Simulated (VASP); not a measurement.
**Sb: single point with LDA**

The system is Sb.

```
CELL_PARAMETERS angstrom
-1.72500 1.72500 1.72500
1.72500 -1.72500 1.72500
2.80313 4.09687 -2.80313
ATOMIC_POSITIONS crystal
Sb 0.00000 0.00000 0.00000
Sb 0.81250 0.00000 0.50000
```

```yaml
Program: VASP 6.6.1
Task: single point
Functional: LDA
Potentials_or_basis: VASP PAW LDA potentials, release 64 (Sb)
Cutoff: 520 eV
k_mesh: 7 × 7 × 7
Occupations: fermi-dirac, width 0.2 eV
Spin: no spin polarisation
```

The pressure is 29.7 GPa. The largest force is 0.499 eV/Å and the band gap on the k mesh is zero (band 5 reaches 17.47 eV, above the bottom of band 6 at 9.51 eV).

Forces on the atoms (eV/Å):
```
Sb   0.358  0.325 -0.124
Sb  -0.358 -0.325  0.124
```

Stress tensor (GPa, compression positive):
```
33.04  1.59  0.83
 1.59 29.21 -4.62
 0.83 -4.62 26.95
```

Levels at points of the mesh, in eV from the Fermi level:
```
           k point  band 3  band 4  band 5  band 6  band 7  band 8
(0.00, 0.00, 0.00)   -7.64    2.79    5.02    5.16    7.18    7.66
```

Run time: 48 s on 1 thread of Intel Xeon 6975P-C, with other jobs on the host, peak memory 0.2 GiB.

Caveat: the k points lie up to 0.37 Å⁻¹ apart; spin-orbit coupling is left out, which moves the levels of the heavy elements.
